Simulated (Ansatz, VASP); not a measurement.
Al3GaN4: VASP beside Ansatz

The input INCAR:

```
SYSTEM = Al3GaN4
ALGO = Normal
EDIFF = 1E-6
ENCUT = 520
GGA = PS
ISIF = 2
ISMEAR = 0
LASPH = .TRUE.
LCHARG = .FALSE.
LREAL = .FALSE.
LWAVE = .FALSE.
NBANDS = 31
NELM = 100
PREC = Accurate
SIGMA = 0.05
```

KPOINTS

```
k-points
0
G
  6 6 6
  0 0 0
```

Contents of POSCAR:

```
Al3GaN4
1.0
    4.4069948404      0.0000000000      0.0000000000
    0.0000000000      4.4069948404      0.0000000000
    0.0000000000      0.0000000000      4.2307150468
Al Ga N
3 1 4
Direct
    0.5000000000      0.5000000000      0.0000000000
    0.5000000000      0.0000000000      0.5000000000
    0.0000000000      0.5000000000      0.5000000000
    0.0000000000      0.0000000000      0.0000000000
    0.7447077174      0.7447077174      0.2552922826
    0.7447077174      0.2552922826      0.7447077174
    0.2552922826      0.7447077174      0.7447077174
    0.2552922826      0.2552922826      0.2552922826
```

Input for Ansatz:

```yaml
crystal:
  lattice:
    - [4.4069948404, 0.0, 0.0]
    - [0.0, 4.4069948404, 0.0]
    - [0.0, 0.0, 4.2307150468]
  atoms:
    - { symbol: Al, position: [0.5, 0.5, 0.0] }
    - { symbol: Al, position: [0.5, 0.0, 0.5] }
    - { symbol: Al, position: [0.0, 0.5, 0.5] }
    - { symbol: Ga, position: [0.0, 0.0, 0.0] }
    - { symbol: "N", position: [0.7447077174, 0.7447077174, 0.2552922826] }
    - { symbol: "N", position: [0.7447077174, 0.2552922826, 0.7447077174] }
    - { symbol: "N", position: [0.2552922826, 0.7447077174, 0.7447077174] }
    - { symbol: "N", position: [0.2552922826, 0.2552922826, 0.2552922826] }
basis:
  ecutwfc: 420
kpoints:
  mp_grid: { grid: [6, 6, 6] }
hamiltonian:
  xc: pbesol
scf:
  occupations: { method: gaussian, width: 0.05 }
output:
  forces: true
  stress: true
  eigenvalues: true
```

Change from the starting cell: strain +0.000 along x and y, -0.040 along z, atoms carried along.

Alike in both runs: task single point; functional PBEsol; k mesh 6 × 6 × 6; occupations gaussian, width 0.05 eV; no spin polarisation.

|  | VASP | Ansatz |
| --- | --- | --- |
| version | VASP 6.6.1 | Ansatz 0.2.0 |
| potentials or method | VASP PAW PBE potentials, release 64 (Al, Ga_d, N), cutoff 520 eV | scalar-relativistic, plane waves, PAW |
| valence electrons in the cell | 42 | 42 |

VASP gave:

| Property | Result |
| --- | --- |
| gap on the k mesh at the Fermi level (eV) | 3.11 |
| least direct gap on the mesh (eV) | 3.11 |
| pressure (GPa) | 8.6 |
| traceless stress, the component that is largest in VASP (GPa) | 2.93 |
| rms of the force components (eV/Å) | 0.021 |

**Question.** Estimate Ansatz's values.

**Answer.** gap on the k mesh at the Fermi level (eV): 3.11; least direct gap on the mesh (eV): 3.11; pressure (GPa): 8.6; traceless stress, the component that is largest in VASP (GPa): 2.91; rms of the force components (eV/Å): 0.021.

VASP's potentials were made for PBE, not for PBEsol. Atom by atom the forces differ by 0.006 eV/Å (rms over components). The functional is the same, so the differences come from potentials, cutoffs and numerics.
